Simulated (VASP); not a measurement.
Write the native input for VASP 6.6.1 that does the following.

```yaml
Task: single point
Functional: r2SCAN
Potentials_or_basis: VASP PAW PBE potentials, release 64 (Ta_pv)
Cutoff: 520 eV
k_mesh: 22 × 22 × 22
Occupations: gaussian, width 0.15 eV
Spin: no spin polarisation
Dipole_correction: no
Further_INCAR_settings: ALGO = Normal; EDIFF = 1e-06; NBANDS = 12
```

Crystal: Ta.

```
CELL_PARAMETERS angstrom
-1.47120 1.47120 2.08027
1.47120 -1.47120 2.08027
1.47120 1.47120 -2.08027
ATOMIC_POSITIONS crystal
Ta 0.00000 0.00000 0.00000
```

This isn't the form of Ta at room conditions, which is bcc.

This cell differs from its parent crystal: ratio of the length along z to the lengths across it x 1.414, volume and fractional coordinates fixed.

The input as run:

POSCAR

```
Ta
1.0
   -1.4711972949      1.4711972949      2.0802729750
    1.4711972949     -1.4711972949      2.0802729750
    1.4711972949      1.4711972949     -2.0802729750
Ta
1
Direct
    0.0000000000      0.0000000000      0.0000000000
```

INCAR.step1

```
ALGO = Normal ; EDIFF = 1E-4
ENCUT = 520 ; GGA = PE
ISMEAR = 0 ; LASPH = True
LCHARG = False ; LREAL = False
LWAVE = True ; NBANDS = 12
NELM = 100 ; PREC = Accurate
SIGMA = 0.15
```

INCAR.step2

```
ALGO = Normal ; EDIFF = 1E-6
ENCUT = 520 ; ISIF = 2
ISMEAR = 0 ; ISTART = 1
LASPH = True ; LCHARG = False
LMIXTAU = True ; LREAL = False
LWAVE = False ; METAGGA = R2SCAN
NBANDS = 12 ; NELM = 100
PREC = Accurate ; SIGMA = 0.15
```

KPOINTS

```
k-points
0
Gamma
  22 22 22
```

Potentials or basis: VASP PAW PBE potentials, release 64 (Ta_pv).

The run is started by

```sh
$ cat potpaw_PBE.64/Ta_pv/POTCAR > POTCAR
$ cp INCAR.step1 INCAR
$ mpirun -np 1 vasp_std > vasp.out
$ cp INCAR.step2 INCAR
$ mpirun -np 1 vasp_std > vasp.out
```

It gave:

The pressure is 7.6 GPa and the band gap on the k mesh is zero (an odd number of electrons rules out a gap without spin polarisation).

Caveat: the cell stands under pressure; the PAW data sets were made with another functional, which shifts forces and pressure a little; spin-orbit coupling is left out, which moves the levels of the heavy elements.

Run time: 3.2 min on 1 thread of Intel(R) Xeon(R) 6975P-C (Granite Rapids), on a shared host, peak memory 0.3 GiB.
